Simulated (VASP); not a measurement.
## ZrC: electric field gradients with PBE

The system is ZrC.

```xyz
2
Lattice="0.0000 2.3963 2.3963 2.3963 0.0000 2.3963 2.3963 2.3963 0.0000" Properties=species:S:1:pos:R:3 pbc="T T T"
Zr    2.3963    2.3963    2.3963
C     0.0000    0.0000    0.0000
```

This cell differs from its parent crystal: volume scaled by 1.06.

```yaml
Program: VASP 6.6.1
Task: electric field gradients
Functional: PBE
Potentials_or_basis: VASP PAW PBE potentials, release 64 (Zr_sv, C)
Cutoff: 520 eV
k_mesh: 15 × 15 × 15
Occupations: fermi-dirac, width 0.05 eV
Spin: no spin polarisation
Dipole_correction: no
Further_INCAR_settings: ALGO = Normal; EDIFF = 1e-08; NBANDS = 15
```

* Pressure: -10.4 GPa
* Band gap on the k mesh: zero (band 8 reaches 9.88 eV, above the bottom of band 9 at 8.60 eV)

Levels at points of the mesh, in eV from the Fermi level:
| k point | band 6 | band 7 | band 8 | band 9 | band 10 | band 11 |
| --- | --- | --- | --- | --- | --- | --- |
| (0.00, 0.00, 0.00) | 0.93 | 0.93 | 0.93 | 1.08 | 1.08 | 1.08 |

It took 62 s on 1 thread of AMD EPYC 7R13 Processor (Zen 3) (shared host), peak memory 0.16 GiB.

Caveat: without QUAD_EFG the Cq values of the log hold for a quadrupole moment of 1 mb, not for the nuclei.
